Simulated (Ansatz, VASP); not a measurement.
One calculation of SnO2, two programs

Contents of INCAR:

```
ALGO = Normal
EDIFF = 1E-7
ENCUT = 520
ISIF = 2
ISMEAR = 0
LASPH = T
LCHARG = F
LREAL = F
LWAVE = F
NBANDS = 35
NELM = 60
PREC = Accurate
SIGMA = 0.05
```

Contents of KPOINTS:

```
k-points
0
Gamma
  6 6 8
```

File POSCAR:

```
SnO2
1.0
    4.7201335122      0.0000000000      0.0000000000
    0.0000000000      4.7206343096      0.0000000000
    0.0000000000      0.0000000000      3.4120402756
Sn O
2 4
Direct
    0.5000000000      0.5000000000      0.5007371719
    0.0000000000      0.0000000000     -0.0007371719
    0.3059920350      0.3061675039     -0.0047039304
    0.8059920350      0.1938324961      0.5047039304
    0.1940079650      0.8061675039      0.5047039304
    0.6940079650      0.6938324961     -0.0047039304
```

Input for Ansatz:

```yaml
crystal:
  lattice:
    - [4.7201335122, 0.0, 0.0]
    - [0.0, 4.7206343096, 0.0]
    - [0.0, 0.0, 3.4120402756]
  atoms:
    - { symbol: Sn, position: [0.5, 0.5, 0.5007371719] }
    - { symbol: Sn, position: [0.0, 0.0, -0.0007371719] }
    - { symbol: O, position: [0.305992035, 0.3061675039, -0.0047039304] }
    - { symbol: O, position: [0.805992035, 0.1938324961, 0.5047039304] }
    - { symbol: O, position: [0.194007965, 0.8061675039, 0.5047039304] }
    - { symbol: O, position: [0.694007965, 0.6938324961, -0.0047039304] }
basis:
  ecutwfc: 520.0
kpoints:
  mp_grid: { grid: [6, 6, 8] }
hamiltonian:
  xc: lda
  pseudopotentials: { kind: paw, azcp: { folder: soft_1 } }
scf:
  occupations: { method: gaussian, width: 0.05 }
output:
  forces: true
  stress: true
  eigenvalues: true
```

Change from the starting cell: mode 14 frozen in at -0.015 Å, normal strain along z +0.0700.

Alike in both runs: task single point; functional LDA; k mesh 6 × 6 × 8; occupations gaussian, width 0.05 eV; no spin polarisation.

```csv
,VASP,Ansatz
version,VASP 6.6.1,Ansatz 0.2.0
potentials or method,"VASP PAW LDA potentials, release 64 (Sn_d, O), cutoff 520 eV","scalar-relativistic, plane waves, PAW"
valence electrons in the cell,52,52
```

|  | VASP | Ansatz | Ansatz less VASP |
| --- | --- | --- | --- |
| gap on the k mesh at the Fermi level (eV) | 0.26 | 0.23 | -0.029 |
| least direct gap on the mesh (eV) | 0.26 | 0.23 | -0.029 |
| pressure (GPa) | -12.8 | -13.8 | -0.98 |
| traceless stress, the component that is largest in VASP (GPa) | -9.75 | -9.82 | -0.066 |
| rms of the force components (eV/Å) | 0.170 | 0.161 | -0.0085 |

Ansatz warns that its potentials were made for another functional, while VASP's fit it. LDA's correlation is that of Perdew and Zunger in VASP and of Perdew and Wang (1992) in Ansatz. Atom by atom the forces differ by 0.009 eV/Å (rms over components).
